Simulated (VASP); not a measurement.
# GaP (F-43m) in VASP: notebook

GaP is run at these levels: LDA, PBE; tasks: single point.

All numbers are computed with VASP 6.6.1; they aren't measurements. Logs are shortened: lines on timing, memory, paths and dates and some standing lists are left out, and cuts for length are marked.

**The experiment to reproduce.**

“Stacking defects in GaP nanowires: Electronic structure and optical properties”, 2018, arxiv:1810.01194 quotes, for a bulk crystal of GaP at 10 K: band gap 2.34 eV (indirect).

The results are compared with them further down.

## (1) The cell of the first run

It takes space group F-43m (No. 216, cubic). The conventional cell has a = 5.451 Å, b = 5.451 Å, c = 5.451 Å, α = 90.00°, β = 90.00°, γ = 90.00°. Ga (site symmetry -43m) has 4 P at 2.36 Å within 3.1 Å. P (site symmetry -43m) has 4 Ga at 2.36 Å within 3.1 Å.

## (2) Single point, LDA, non-collinear spin, zero start, spin-orbit coupling

INCAR reads:

```
SYSTEM = GaP
ALGO = Normal
EDIFF = 1E-6
ENCUT = 520
GGA_COMPAT = .False.
ISIF = 2
ISMEAR = -1
LASPH = .True.
LCHARG = .False.
LORBIT = 11
LORBMOM = .True.
LREAL = .False.
LSORBIT = .True.
LWAVE = .False.
MAGMOM = 0 0 0 0 0 0
NBANDS = 30
NELM = 150
PREC = Accurate
SIGMA = 0.05
```

KPOINTS reads:

```
k-points
0
Gamma
  8 8 8
  0 0 0
```

POSCAR reads:

```
GaP
1.0
    0.0000000000      2.7252500000      2.7252500000
    2.7252500000      0.0000000000      2.7252500000
    2.7252500000      2.7252500000      0.0000000000
Ga P
1 1
Direct
    0.0000000000      0.0000000000      0.0000000000
    0.7500000000      0.7500000000      0.7500000000
```

Potentials or basis: VASP PAW LDA potentials, release 64 (Ga_d, P).

On the command line:

```console
> cat potpaw_LDA.64/Ga_d/POTCAR potpaw_LDA.64/P/POTCAR > POTCAR
> mpirun -np 1 vasp_ncl > vasp.out
```

OUTCAR:

```text
SYSTEM = GaP
   EDIFF = 1E-6
   ENCUT = 520
   ISIF = 2
   ISMEAR = -1
   LASPH = .True.
   LORBIT = 11
   LREAL = .False.
   LSORBIT = .True.
   NELM = 150
   PREC = Accurate

 ion  position               nearest neighbor table
   1  0.000  0.000  0.000-   2 2.36   2 2.36   2 2.36   2 2.36
   2  0.750  0.750  0.750-   1 2.36   1 2.36   1 2.36   1 2.36

  LATTYP: Found a face centered cubic cell.
 ALAT       =     5.4505000000

  Lattice vectors:

 A1 = (   0.0000000000,   2.7252500000,   2.7252500000)
 A2 = (   2.7252500000,   0.0000000000,   2.7252500000)
 A3 = (   2.7252500000,   2.7252500000,   0.0000000000)

Analysis of symmetry for initial positions (statically):
[... 5 lines left out ...]
 face centered cubic supercell.

 Subroutine GETGRP returns: Found 24 space group operations
 (whereof 24 operations were pure point group operations)
 out of a pool of 48 trial point group operations.

The static configuration has the point symmetry T_d .

Analysis of symmetry for dynamics (positions and initial velocities):
[... 5 lines left out ...]
 face centered cubic supercell.

 Subroutine GETGRP returns: Found 24 space group operations
 (whereof 24 operations were pure point group operations)
 out of a pool of 48 trial point group operations.

The dynamic configuration has the point symmetry T_d .

Analysis of structural, dynamic, and magnetic symmetry:
=====================================================================
 Subroutine PRICEL returns:
 Original cell was already a primitive cell.

 Routine SETGRP: Setting up the symmetry group for a
 face centered cubic supercell.

 Subroutine GETGRP returns: Found 24 space group operations
 (whereof 24 operations were pure point group operations)
 out of a pool of 48 trial point group operations.

The overall configuration has the point symmetry T_d .

 Subroutine INISYM returns: Found 24 space group operations
 (whereof 24 operations are pure point group operations),
 and found     1 'primitive' translations

----------------------------------------------------------------------------------------

                                     Primitive cell

  volume of cell :      40.4808

  direct lattice vectors                    reciprocal lattice vectors
     0.000000000  2.725250000  2.725250000    -0.183469406  0.183469406  0.183469406
     2.725250000  0.000000000  2.725250000     0.183469406 -0.183469406  0.183469406
     2.725250000  2.725250000  0.000000000     0.183469406  0.183469406 -0.183469406

  length of vectors
     3.854085511  3.854085511  3.854085511     0.317778334  0.317778334  0.317778334

  position of ions in fractional coordinates (direct lattice)
     0.000000000  0.000000000  0.000000000
     0.750000000  0.750000000  0.750000000

  ion indices of the primitive-cell ions
   primitive index   ion index
                 1           1
                 2           2

----------------------------------------------------------------------------------------

 KPOINTS: k-points

Automatic generation of k-mesh.
 Grid dimensions read from file:
 generate k-points for:    8    8    8

 Generating k-lattice:

  Cartesian coordinates                     Fractional coordinates (reciprocal lattice)
    -0.022933676  0.022933676  0.022933676     0.125000000  0.000000000  0.000000000
     0.022933676 -0.022933676  0.022933676     0.000000000  0.125000000  0.000000000
     0.022933676  0.022933676 -0.022933676     0.000000000  0.000000000  0.125000000

  Length of vectors
     0.039722292  0.039722292  0.039722292

  Shift w.r.t. Gamma in fractional coordinates (k-lattice)
     0.000000000  0.000000000  0.000000000

 Subroutine IBZKPT returns following result:
 ===========================================

 Found     43 irreducible k-points:

 Following reciprocal coordinates:
            Coordinates               Weight
  0.000000  0.000000  0.000000      1.000000
  0.125000  0.000000  0.000000      4.000000
 -0.125000  0.000000  0.000000      4.000000
[... 71 lines left out ...]
  energy-cutoff  :      520.00
  volume of cell :       40.48
 maximum number of plane-waves:      2212
 NGX is ok and might be reduce to    30
   NGX = 15   NGY = 15   NGZ = 15

 number of electron      18.0000000 magnetization       0.0000000      0.0000000      0.0000000

 number of electron      17.9999989 magnetization       0.0000000     -0.0000000     -0.0000000

 number of electron      17.9999989 magnetization      -0.0000000      0.0000000      0.0000000

 Free energy of the ion-electron system (eV)
  ---------------------------------------------------
  ext. energy  EPLUGINS =         0.00000000
  ---------------------------------------------------
  free energy    TOTEN  =       -10.44681641 eV

  energy without entropy =      -10.44681640  energy(sigma->0) =      -10.44681641

 E-fermi :   5.2243     XC(G=0): -10.1641

 val. band max:        4.5334000613   @ k =   0.0000   0.0000   0.0000
 cond. band min:       5.9977299376   @ k =   0.3750   0.3750   0.0000
 fundamental gap:      1.4643298763
 Fermi energy:         5.2242933999

 k-point     1 :       0.0000    0.0000    0.0000
  band No.  band energies     occupation
      1     -10.4379      1.00000
      2     -10.4379      1.00000
      3     -10.4379      1.00000
      4     -10.4379      1.00000
      5     -10.0185      1.00000
      6     -10.0185      1.00000
[... 781 lines left out ...]
     29      16.2565      0.00000
     30      16.2613      0.00000

 [... further k-points ...]
[... 5 lines left out ...]
  --------------------------------------------------------------------------------------
  -------------------------------------------------------------------------------------
  Total       -0.6914909     -0.6914909     -0.6914909     -0.0000000      0.0000000     -0.0000000
  in kB      -27.3683137    -27.3683137    -27.3683137     -0.0000000      0.0000000     -0.0000000
  external PRESSURE =     -27.3683137 kB  Pullay stress =       0.0000000 kB

 VOLUME and BASIS-vectors are now :
 -----------------------------------------------------------------------------
  energy-cutoff  :      520.00
  volume of cell :       40.48
      direct lattice vectors                 reciprocal lattice vectors
     0.000000000  2.725250000  2.725250000    -0.183469406  0.183469406  0.183469406
     2.725250000  0.000000000  2.725250000     0.183469406 -0.183469406  0.183469406
     2.725250000  2.725250000  0.000000000     0.183469406  0.183469406 -0.183469406

 POSITION                                       TOTAL-FORCE (eV/Angst)
 -----------------------------------------------------------------------------------
      0.00000      0.00000      0.00000        -0.000000     -0.000000     -0.000000
      4.08788      4.08788      4.08788         0.000000      0.000000      0.000000
 -----------------------------------------------------------------------------------
    total drift:                               -0.000000     -0.000000     -0.000000

  FREE ENERGIE OF THE ION-ELECTRON SYSTEM (eV)
  ---------------------------------------------------
  free  energy   TOTEN  =       -10.4468164133 eV

  energy  without entropy=      -10.4468163989  energy(sigma->0) =      -10.44681641

 orbital moment (x)

 # of ion     p       d       tot
 ----------------------------------------
  1         0.000   0.000   0.000
  2         0.000   0.000   0.000
 ----------------------------------------
            0.000   0.000   0.000

 orbital moment (y)

 # of ion     p       d       tot
 ----------------------------------------
  1        -0.000  -0.000  -0.000
  2         0.000   0.000   0.000
 ----------------------------------------
           -0.000  -0.000  -0.000

 orbital moment (z)

 # of ion     p       d       tot
 ----------------------------------------
  1         0.000   0.000   0.000
  2         0.000   0.000   0.000
 ----------------------------------------
            0.000   0.000   0.000

 Spin-Orbit-Coupling matrix elements

 Ion:    1  E_soc:     -0.0122499
 l=   1
     0.0000000    -0.0011726    -0.0011726
    -0.0011726     0.0000000    -0.0011726
    -0.0011726    -0.0011726     0.0000000
 l=   2
     0.0000000    -0.0001770     0.0000000    -0.0001770    -0.0006920
    -0.0001770     0.0000000    -0.0005190    -0.0001770    -0.0001730
     0.0000000    -0.0005190     0.0000000    -0.0005190     0.0000000
    -0.0001770    -0.0001770    -0.0005190     0.0000000    -0.0001730
    -0.0006920    -0.0001730     0.0000000    -0.0001730     0.0000000
 l=   3
     0.0000000     0.0000000     0.0000000     0.0000000     0.0000000     0.0000000     0.0000000
     0.0000000     0.0000000     0.0000000     0.0000000     0.0000000     0.0000000     0.0000000
     0.0000000     0.0000000     0.0000000     0.0000000     0.0000000     0.0000000     0.0000000
     0.0000000     0.0000000     0.0000000     0.0000000     0.0000000     0.0000000     0.0000000
     0.0000000     0.0000000     0.0000000     0.0000000     0.0000000     0.0000000     0.0000000
     0.0000000     0.0000000     0.0000000     0.0000000     0.0000000     0.0000000     0.0000000
     0.0000000     0.0000000     0.0000000     0.0000000     0.0000000     0.0000000     0.0000000

 Ion:    2  E_soc:     -0.0009507
 l=   1
     0.0000000    -0.0001585    -0.0001585
    -0.0001585     0.0000000    -0.0001585
    -0.0001585    -0.0001585     0.0000000
 l=   2
     0.0000000     0.0000000     0.0000000     0.0000000     0.0000000
     0.0000000     0.0000000     0.0000000     0.0000000     0.0000000
     0.0000000     0.0000000     0.0000000     0.0000000     0.0000000
     0.0000000     0.0000000     0.0000000     0.0000000     0.0000000
     0.0000000     0.0000000     0.0000000     0.0000000     0.0000000
 l=   3
     0.0000000     0.0000000     0.0000000     0.0000000     0.0000000     0.0000000     0.0000000
     0.0000000     0.0000000     0.0000000     0.0000000     0.0000000     0.0000000     0.0000000
     0.0000000     0.0000000     0.0000000     0.0000000     0.0000000     0.0000000     0.0000000
     0.0000000     0.0000000     0.0000000     0.0000000     0.0000000     0.0000000     0.0000000
     0.0000000     0.0000000     0.0000000     0.0000000     0.0000000     0.0000000     0.0000000
     0.0000000     0.0000000     0.0000000     0.0000000     0.0000000     0.0000000     0.0000000
     0.0000000     0.0000000     0.0000000     0.0000000     0.0000000     0.0000000     0.0000000

 total charge

# of ion       s       p       d       tot
------------------------------------------
    1        0.875   0.859  10.010  11.745
    2        1.024   1.513   0.000   2.538
--------------------------------------------------
tot          1.899   2.373  10.010  14.282

 magnetization (x)

# of ion       s       p       d       tot
------------------------------------------
    1       -0.000  -0.000  -0.000  -0.000
    2        0.000  -0.000   0.000  -0.000
--------------------------------------------------
tot         -0.000  -0.000  -0.000  -0.000

 magnetization (y)

# of ion       s       p       d       tot
------------------------------------------
    1       -0.000  -0.000  -0.000  -0.000
    2        0.000   0.000   0.000   0.000
--------------------------------------------------
tot         -0.000  -0.000  -0.000  -0.000

 magnetization (z)

# of ion       s       p       d       tot
------------------------------------------
    1       -0.000   0.000  -0.000   0.000
    2       -0.000  -0.000   0.000  -0.000
--------------------------------------------------
tot         -0.000   0.000  -0.000  -0.000
```

Run time: 58 s. Hardware: 1 thread of Intel Xeon 6975P-C (Granite Rapids), shared host; peak memory 0.27 GiB.

Results:

```yaml
Free_energy: -10.4468 eV
Pressure: -2.7 GPa
Net_moment: 0.00 μB per cell
Valence_electrons_inside_the_program's_atomic_spheres: Ga 11.74; P 2.54
```

Moments on the atoms (μB; x, y, z):
```
Ga  0.00 0.00 0.00
P   0.00 0.00 0.00
```

## (3) Single point, LDA, non-collinear spin, zero start, spin-orbit coupling

This run uses another cell than the first one, of 20.65 Å³/atom, 1.020 times its volume.

INCAR reads:

```
PREC     = Accurate       # precision mode
ENCUT    = 520            # plane-wave cutoff, eV
EDIFF    = 1E-7           # SCF threshold, eV
ISMEAR   = -1             # smearing method
SIGMA    = 0.05           # smearing width, eV
LREAL    = False          # projectors in reciprocal space
LASPH    = True           # aspherical terms in the spheres
NELM     = 150            # most SCF steps
ALGO     = Normal         # electronic algorithm
ISIF     = 2              # what is computed and relaxed
LWAVE    = False          # write WAVECAR
LCHARG   = False          # write CHGCAR
MAGMOM   = 0 0 0 0 0 0    # initial moments
LORBIT   = 11             # projections on sites
LSORBIT  = True           # spin-orbit coupling
GGA_COMPAT= False        
LORBMOM  = True         
NBANDS   = 30             # bands
```

KPOINTS reads:

```
regular mesh
0
Gamma
  8 8 8
```

POSCAR reads:

```
GaP
1.0
    0.0000000000      2.7432985392      2.7432985392
    2.7432985392      0.0000000000      2.7432985392
    2.7432985392      2.7432985392      0.0000000000
Ga P
1 1
Direct
    0.0000000000      0.0000000000      0.0000000000
    0.7500000000      0.7500000000      0.7500000000
```

Potentials or basis: VASP PAW LDA potentials, release 64 (Ga_d, P).

On the command line:

```console
> cat potpaw_LDA.64/Ga_d/POTCAR potpaw_LDA.64/P/POTCAR > POTCAR
> mpirun -np 1 vasp_ncl > vasp.out
```

Run time: 64 s. Hardware: 1 thread of Intel Xeon 6975P-C (Granite Rapids), shared host; peak memory 0.27 GiB.

The run converged. Its results:

```
Free energy                                           : -10.4297 eV
Pressure                                              : -4.1 GPa
Net moment                                            : 0.00 μB per cell
Valence electrons inside the program's atomic spheres : Ga 11.72; P 2.53
```

Moments on the atoms (μB; x, y, z):
```
Ga  0.00 0.00 0.00
P   0.00 0.00 0.00
```

## (4) Single point, LDA, non-collinear spin, zero start, spin-orbit coupling

This run uses another cell than the first one, of 21.05 Å³/atom, 1.040 times its volume.

INCAR reads:

```
PREC = Accurate
ENCUT = 520
EDIFF = 1E-6
ISMEAR = -1
SIGMA = 0.05
LREAL = False
LASPH = True
NELM = 150
ALGO = Normal
ISIF = 2
LWAVE = False
LCHARG = False
MAGMOM = 0 0 0 0 0 0
LORBIT = 11
LSORBIT = True
GGA_COMPAT = False
LORBMOM = True
GGA = CA
NBANDS = 30
```

KPOINTS reads:

```
Automatic mesh
0
Gamma
  8 8 8
```

POSCAR reads:

```
GaP
1.0
    0.0000000000      2.7611126653      2.7611126653
    2.7611126653      0.0000000000      2.7611126653
    2.7611126653      2.7611126653      0.0000000000
Ga P
1 1
Direct
    0.0000000000      0.0000000000      0.0000000000
    0.7500000000      0.7500000000      0.7500000000
```

On the command line:

```console
> cat potpaw_LDA.64/Ga_d/POTCAR potpaw_LDA.64/P/POTCAR > POTCAR
> mpirun -np 1 vasp_ncl > vasp.out
```

It took 55 s on 1 thread of Intel Xeon 6975P-C (Granite Rapids), shared host; peak memory 0.27 GiB.

The run converged. Its results:

```
Free energy                                           : -10.4055 eV
Pressure                                              : -5.5 GPa
Net moment                                            : 0.00 μB per cell
Valence electrons inside the program's atomic spheres : Ga 11.69; P 2.52
```

Moments on the atoms (μB; x, y, z):
```
Ga  0.00 0.00 0.00
P   0.00 0.00 0.00
```

## (5) Single point, PBE

INCAR reads:

```
SYSTEM = GaP
PREC = Accurate
ENCUT = 520
EDIFF = 1E-6
ISMEAR = -1
SIGMA = 0.05
LREAL = .FALSE.
LASPH = .TRUE.
NELM = 80
ALGO = Normal
ISIF = 2
LWAVE = .FALSE.
LCHARG = .FALSE.
GGA = PE
NBANDS = 16
```

KPOINTS reads:

```
Automatic mesh
0
G
  6 6 6
  0 0 0
```

POSCAR reads:

```
GaP
1.0
    0.0000000000      2.7252500000      2.7252500000
    2.7252500000      0.0000000000      2.7252500000
    2.7252500000      2.7252500000      0.0000000000
Ga P
1 1
Direct
    0.0000000000      0.0000000000      0.0000000000
    0.7500000000      0.7500000000      0.7500000000
```

Potentials or basis: VASP PAW PBE potentials, release 64 (Ga_d, P).

On the command line:

```console
> cat potpaw_PBE.64/Ga_d/POTCAR potpaw_PBE.64/P/POTCAR > POTCAR
> mpirun -np 1 vasp_std > vasp.out
```

Wall time 6 s (1 thread of Intel Xeon 6975P-C (Granite Rapids), shared host); peak memory 0.16 GiB.

The run converged. Its results:

| Item | Value |
| --- | --- |
| Free energy | -9.1024 eV |
| Pressure | 2.4 GPa |
| Band gap on the k mesh | 1.65 eV, indirect (least direct gap 1.82 eV) |

Levels at points of the mesh, in eV from the valence-band top:
| k point | band 5 | band 6 | band 7 | band 8 | band 9 | band 10 | band 11 | band 12 | band 13 | band 14 |
| --- | --- | --- | --- | --- | --- | --- | --- | --- | --- | --- |
| (0.00, 0.00, 0.00) | -14.46 | -12.49 | 0.00 | 0.00 | 0.00 | 1.82 | 3.89 | 3.89 | 3.89 | 8.80 |
| (0.50, 0.00, 0.00) | -14.45 | -10.43 | -6.63 | -1.12 | -1.12 | 1.67 | 4.72 | 4.72 | 8.28 | 10.89 |
| (0.50, 0.50, 0.00) | -14.44 | -9.53 | -6.76 | -2.68 | -2.68 | 1.65 | 1.82 | 10.59 | 10.59 | 11.20 |

## (6) The runs side by side

| level | potentials or basis | spin | cell | k mesh | pressure (GPa) | moment (μB) |
| --- | --- | --- | --- | --- | --- | --- |
| LDA | VASP PAW LDA potentials, release 64 (Ga_d, P) | non-collinear, zero start, SOC | a = 3.854 Å, angles 60.0°, 2 atoms | 8 × 8 × 8 | -2.7 | 0.00 |
| LDA | VASP PAW LDA potentials, release 64 (Ga_d, P) | non-collinear, zero start, SOC | a = 3.880 Å, angles 60.0°, 2 atoms | 8 × 8 × 8 | -4.1 | 0.00 |
| LDA | VASP PAW LDA potentials, release 64 (Ga_d, P) | non-collinear, zero start, SOC | a = 3.905 Å, angles 60.0°, 2 atoms | 8 × 8 × 8 | -5.5 | 0.00 |
| PBE | VASP PAW PBE potentials, release 64 (Ga_d, P) | off | a = 3.854 Å, angles 60.0°, 2 atoms | 6 × 6 × 6 | 2.4 | - |

Alike in all rows: task single point; cutoff (eV) 520; smearing fermi-dirac 0.05 eV.

Absolute energies hang on the potentials; compare differences alone.

## (7) Comparison with measurements

Step 5. Measured gap of GaP: 2.34 eV (indirect; 10 K; quoted in “Stacking defects in GaP nanowires: Electronic structure and optical properties”, 2018, arxiv:1810.01194). This calculation gives 1.65 eV (-0.69 eV). Spin-orbit coupling on Ga is left out. The value is that of PBE on a finite k mesh, which can miss the band edges, without temperature or zero-point motion. Semilocal functionals fall short of measured gaps as a rule.
